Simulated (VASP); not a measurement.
# NaCl (I-4m2) in VASP: notebook, part 3 of 3

VASP 6.6.1. The steps go on from the part before.

## (5) Relaxation of cell and atoms, PBE

This run uses another cell than the first one, of 28.43 Å³/atom.

INCAR

```
SYSTEM = NaCl
PREC = Accurate
ENCUT = 600
EDIFF = 1E-6
ISMEAR = 0
SIGMA = 0.02
LREAL = .False.
LASPH = .True.
NELM = 60
ALGO = Normal
ISIF = 3
LWAVE = .False.
LCHARG = .False.
GGA = PE
IBRION = 2
NSW = 100
EDIFFG = -0.01
```

KPOINTS

```
regular mesh
0
Gamma
  8 8 8
  0 0 0
```

POSCAR

```
NaCl
1.0
   -2.4361073756      2.4361073756      2.3949348751
    2.4361073756     -2.4361073756      2.3949348751
    2.4361073756      2.4361073756     -2.3949348751
Na Cl
1 1
Direct
    0.0000000000      0.0000000000      0.0000000000
    0.2500000000      0.7500000000      0.5000000000
```

Potentials or basis: VASP PAW PBE potentials, release 64 (Na_pv, Cl).

Run with:

```bash
$ cat potpaw_PBE.64/Na_pv/POTCAR potpaw_PBE.64/Cl/POTCAR > POTCAR
$ mpirun -np 1 vasp_std > vasp.out
```

OUTCAR:

```text
SYSTEM = NaCl
   PREC = Accurate
   ENCUT = 600
   EDIFF = 1E-6
   ISMEAR = 0
   LREAL = .False.
   LASPH = .True.
   NELM = 60
   ISIF = 3
   GGA = PE
   IBRION = 2
   NSW = 100
   EDIFFG = -0.01

 ion  position               nearest neighbor table
   1  0.000  0.000  0.000-   2 2.71   2 2.71   2 2.71   2 2.71
   2  0.250  0.750  0.500-   1 2.71   1 2.71   1 2.71   1 2.71

  LATTYP: Found a body centered tetragonal cell.
 ALAT       =     4.8722147512
 C/A-ratio  =     0.9830990617

  Lattice vectors:

 A1 = (  -2.4361073756,   2.4361073756,   2.3949348751)
 A2 = (   2.4361073756,  -2.4361073756,   2.3949348751)
 A3 = (   2.4361073756,   2.4361073756,  -2.3949348751)

Analysis of symmetry for initial positions (statically):
=====================================================================
 Subroutine PRICEL returns:
 Original cell was already a primitive cell.

 Routine SETGRP: Setting up the symmetry group for a
 body centered tetragonal supercell.

 Subroutine GETGRP returns: Found  8 space group operations
 (whereof  8 operations were pure point group operations)
 out of a pool of 16 trial point group operations.

The static configuration has the point symmetry D_2d.

Analysis of symmetry for dynamics (positions and initial velocities):
=====================================================================
 Subroutine PRICEL returns:
 Original cell was already a primitive cell.

 Routine SETGRP: Setting up the symmetry group for a
 body centered tetragonal supercell.

 Subroutine GETGRP returns: Found  8 space group operations
 (whereof  8 operations were pure point group operations)
 out of a pool of 16 trial point group operations.

The dynamic configuration has the point symmetry D_2d.

 Subroutine INISYM returns: Found  8 space group operations
 (whereof  8 operations are pure point group operations),
 and found     1 'primitive' translations

[... 116 lines left out ...]
  Fermi-wavevector in a.u.,A,eV,Ry     =   1.026129  1.939103 14.326130  1.052941
  Thomas-Fermi vector in A             =   2.160006
   LORBIT       =      0    0 simple, 1 ext, 2 COOP (PROOUT), +10 PAW based schemes
   GGA     = PE    functional components
   LHFCALC =     F    Hartree Fock is set to
   AEXX    =    0.0000 exact exchange contribution
   IVDW    =     0    specifies the selected vdW correction
   LEPSILON=     F    determine dielectric tensor
   LRPA    =     F    only Hartree local field effects (RPA)
 conjugate gradient relaxation of ions
 non-spin polarized calculation
 Gauss-broadening in eV      SIGMA  =   0.02
  energy-cutoff  :      600.00
  volume of cell :       56.85
 maximum number of plane-waves:      1917
 NGX is ok and might be reduce to    36
   NGX = 17   NGY = 17   NGZ = 17

 number of electron      14.0000003 magnetization

 Free energy of the ion-electron system (eV)
  ---------------------------------------------------
  ext. energy  EPLUGINS =         0.00000000
  ---------------------------------------------------
  free energy    TOTEN  =        -6.63447002 eV

  energy without entropy =       -6.63447002  energy(sigma->0) =       -6.63447002

 E-fermi :  -1.8907     XC(G=0):  -7.0560

 val. band max:       -2.0068461582   @ k =   0.0000   0.0000   0.0000
 cond. band min:       2.6546615540   @ k =   0.0000   0.0000   0.0000
 fundamental gap:      4.6615077122
 Fermi energy:        -1.8907071043

 k-point     1 :       0.0000    0.0000    0.0000
  band No.  band energies     occupation
      1     -22.9570      2.00000
      2     -22.9245      2.00000
      3     -22.9245      2.00000
      4     -14.3162      2.00000
      5      -2.1860      2.00000
      6      -2.1860      2.00000
      7      -2.0068      2.00000
      8       2.6547      0.00000
      9       8.7407      0.00000
     10       9.4238      0.00000
     11       9.4238      0.00000
[... 309 lines left out ...]
 k-point    24 :       0.3750    0.1250    0.1250
  band No.  band energies     occupation
      1     -22.9627      2.00000
      2     -22.9339      2.00000
      3     -22.9279      2.00000
      4     -14.1351      2.00000
      5      -3.1078      2.00000
      6      -2.6485      2.00000
      7      -2.2822      2.00000
      8       5.8391      0.00000
      9       6.8591      0.00000
     10       7.1482      0.00000
     11      10.6820      0.00000

 [... further k-points ...]
[... 5 lines left out ...]
  --------------------------------------------------------------------------------------
  -------------------------------------------------------------------------------------
  Total       -0.0069789     -0.0069789      0.0188788      0.0000000      0.0000000      0.0000000
  in kB       -0.1966752     -0.1966752      0.5320340      0.0000000      0.0000000      0.0000000
  external PRESSURE =       0.0462278 kB  Pullay stress =       0.0000000 kB

 VOLUME and BASIS-vectors are now :
 -----------------------------------------------------------------------------
  energy-cutoff  :      600.00
  volume of cell :       56.85
      direct lattice vectors                 reciprocal lattice vectors
    -2.436107376  2.436107376  2.394934875     0.000000000  0.205245469  0.208773944
     2.436107376 -2.436107376  2.394934875     0.205245469  0.000000000  0.208773944
     2.436107376  2.436107376 -2.394934875     0.205245469  0.205245469  0.000000000

 POSITION                                       TOTAL-FORCE (eV/Angst)
 -----------------------------------------------------------------------------------
      0.00000      0.00000      0.00000         0.000000     -0.000000      0.000000
      2.43611      0.00000      1.19747        -0.000000      0.000000     -0.000000
 -----------------------------------------------------------------------------------
    total drift:                               -0.000000      0.000000     -0.000000

  FREE ENERGIE OF THE ION-ELECTRON SYSTEM (eV)
  ---------------------------------------------------
  free  energy   TOTEN  =        -6.6344700210 eV

  energy  without entropy=       -6.6344700210  energy(sigma->0) =       -6.63447002

 reached required accuracy - stopping structural energy minimisation
```

OSZICAR:

```text
N       E                     dE             d eps       ncg     rms          rms(c)
DAV:   1     0.100264384766E+03    0.10026E+03   -0.76008E+03  1301   0.133E+03
DAV:   2     0.396579036953E+01   -0.96299E+02   -0.89451E+02  1456   0.277E+02
DAV:   3    -0.665101050733E+01   -0.10617E+02   -0.10543E+02  1559   0.900E+01
DAV:   4    -0.691743110830E+01   -0.26642E+00   -0.26617E+00  1511   0.164E+01
DAV:   5    -0.692396700614E+01   -0.65359E-02   -0.65350E-02  1733   0.247E+00    0.231E+00
DAV:   6    -0.663477422104E+01    0.28919E+00   -0.62380E-01  1499   0.466E+00    0.169E+00
DAV:   7    -0.661986769743E+01    0.14907E-01   -0.13196E-01  1526   0.221E+00    0.114E+00
DAV:   8    -0.663360995552E+01   -0.13742E-01   -0.13762E-02  1382   0.113E+00    0.232E-01
DAV:   9    -0.663381864111E+01   -0.20869E-03   -0.30694E-04  1630   0.166E-01    0.148E-01
DAV:  10    -0.663447832345E+01   -0.65968E-03   -0.99250E-04  1358   0.253E-01    0.655E-02
DAV:  11    -0.663446735601E+01    0.10967E-04   -0.21224E-05  1729   0.496E-02    0.183E-02
DAV:  12    -0.663446952169E+01   -0.21657E-05   -0.51201E-06  1436   0.273E-02    0.189E-03
DAV:  13    -0.663447002104E+01   -0.49935E-06   -0.60793E-07  1520   0.723E-03
   1 F= -.66344700E+01 E0= -.66344700E+01  d E =-.663447E+01
```

Run time: 24 s. Hardware: 1 thread of AMD EPYC 9R45 (Zen 5), shared host; peak memory 0.18 GiB.

What came out:

```
Free energy             : -6.6345 eV
Pressure after relaxing : 0.0 GPa
Band gap on the k mesh  : 4.66 eV
```

Final structure:
```xyz
2
Lattice="-2.4361 2.4361 2.3949 2.4361 -2.4361 2.3949 2.4361 2.4361 -2.3949" Properties=species:S:1:pos:R:3 pbc="T T T"
Na    0.0000    0.0000    0.0000
Cl    2.4361    0.0000    1.1975
```

Levels at points of the mesh, in eV from the valence-band top:
| k point | band 5 | band 6 | band 7 | band 8 | band 9 | band 10 |
| --- | --- | --- | --- | --- | --- | --- |
| (0.00, 0.00, 0.00) | -0.18 | -0.18 | 0.00 | 4.66 | 10.75 | 11.43 |
| (0.50, 0.00, 0.00) | -1.26 | -0.48 | -0.11 | 7.13 | 9.13 | 9.30 |
| (0.50, 0.50, 0.00) | -1.37 | -0.26 | -0.20 | 6.93 | 9.11 | 10.08 |
| (0.50, 0.50, 0.50) | -0.86 | -0.86 | -0.68 | 7.43 | 7.67 | 11.85 |

A k mesh can miss the band edges.

## (6) The runs side by side

| task | cell | cutoff (eV) | smearing | gap on the mesh (eV) | pressure (GPa) | relaxed volume (Å³/atom) |
| --- | --- | --- | --- | --- | --- | --- |
| single point | a = 3.844 Å, angles 97.5, 97.5, 137.8°, 2 atoms | 520 | gaussian 0.1 eV | 1.78 | 13.8 | - |
| single point | a = 4.196 Å, angles 109.0, 109.0, 110.4°, 2 atoms | 520 | gaussian 0.1 eV | 4.66 | 0.0 | - |
| relaxation of cell and atoms | relaxed from a = 3.844 Å, angles 97.5, 97.5, 137.8°, 2 atoms | 600 | gaussian 0.1 eV | 4.52 | 0.0 | 26.52 |
| relaxation of cell and atoms | relaxed from a = 4.196 Å, angles 109.0, 109.0, 110.4°, 2 atoms | 600 | gaussian 0.02 eV | 4.66 | 0.0 | 28.43 |

Alike in all rows: level PBE; potentials or basis VASP PAW PBE potentials, release 64 (Na_pv, Cl); no spin polarisation; k mesh 8 × 8 × 8.

Caveats: the stress differs along the axes, from 3 to 36 GPa (at least some runs); the volume moved by over 15 % at a fixed basis, so the end points are rough (at least some runs).

Total energies depend on the potentials used, so only differences within one code and one set of settings carry meaning.
